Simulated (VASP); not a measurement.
Write the native input for VASP 6.6.1 that does the following.

* Task: single point
* Functional: r2SCAN
* Potentials or basis: VASP PAW PBE potentials, release 64 (B, As, In_d)
* Cutoff: 520 eV
* k mesh: 6 × 4 × 4
* Occupations: fermi-dirac, width 0.02 eV
* Spin: no spin polarisation
* Dipole correction: no
* Further INCAR settings: ALGO = Normal; EDIFF = 1e-06; NBANDS = 41

The system is In3BAs4.

```
CELL_PARAMETERS angstrom
4.05058 0.00000 0.00000
0.00000 8.17958 0.00000
0.00000 0.00000 5.84881
ATOMIC_POSITIONS crystal
B 0.00000 0.00000 0.98067
As 0.50000 0.00000 0.17291
As 0.00000 0.21219 0.78048
As 0.50000 0.50000 0.28389
As 0.00000 0.78781 0.78048
In 0.50000 0.22196 0.49765
In 0.00000 0.50000 0.00625
In 0.50000 0.77804 0.49765
```

One way to write it, as run:

POSCAR

```
In3BAs4
1.0
    4.0505801667      0.0000000000      0.0000000000
    0.0000000000      8.1795758866      0.0000000000
    0.0000000000      0.0000000000      5.8488093466
B As In
1 4 3
Direct
    0.0000000000      0.0000000000     -0.0193288068
    0.5000000000      0.0000000000      0.1729123598
    0.0000000000      0.2121908481      0.7804845113
    0.5000000000      0.5000000000      0.2838907896
    0.0000000000      0.7878091519      0.7804845113
    0.5000000000      0.2219585354      0.4976523676
    0.0000000000      0.5000000000      0.0062518995
    0.5000000000      0.7780414646      0.4976523676
```

INCAR.step1

```
  PREC = Accurate
  ENCUT = 520
  ISMEAR = -1
  SIGMA = 0.02
  LREAL = False
  LASPH = True
  NELM = 80
  NBANDS = 41
  GGA = PE
  ALGO = Normal
  EDIFF = 1E-4
  LWAVE = True
  LCHARG = False
```

INCAR.step2

```
  PREC = Accurate
  ENCUT = 520
  EDIFF = 1E-6
  ISMEAR = -1
  SIGMA = 0.02
  LREAL = False
  LASPH = True
  NELM = 80
  ALGO = Normal
  ISIF = 2
  LWAVE = False
  LCHARG = False
  METAGGA = R2SCAN
  LMIXTAU = True
  NBANDS = 41
  ISTART = 1
```

KPOINTS

```
regular mesh
0
Gamma
  6 4 4
```

Potentials or basis: VASP PAW PBE potentials, release 64 (B, As, In_d).

Launch:

```bash
$ cat potpaw_PBE.64/B/POTCAR potpaw_PBE.64/As/POTCAR potpaw_PBE.64/In_d/POTCAR > POTCAR
$ cp INCAR.step1 INCAR
$ mpirun -np 1 vasp_std > vasp.out
$ cp INCAR.step2 INCAR
$ mpirun -np 1 vasp_std > vasp.out
```

It gave:

- Pressure: 0.0 GPa
- Largest force: 0.016 eV/Å
- Band gap on the k mesh: 0.05 eV, direct

Caveat: the PAW data sets were made with another functional, which shifts forces and pressure a little; spin-orbit coupling is left out, which moves the levels of the heavy elements.

Wall time 11 min on 1 thread of Intel(R) Xeon(R) 6975P-C (Granite Rapids), with other jobs on the host, peak memory 0.46 GiB.
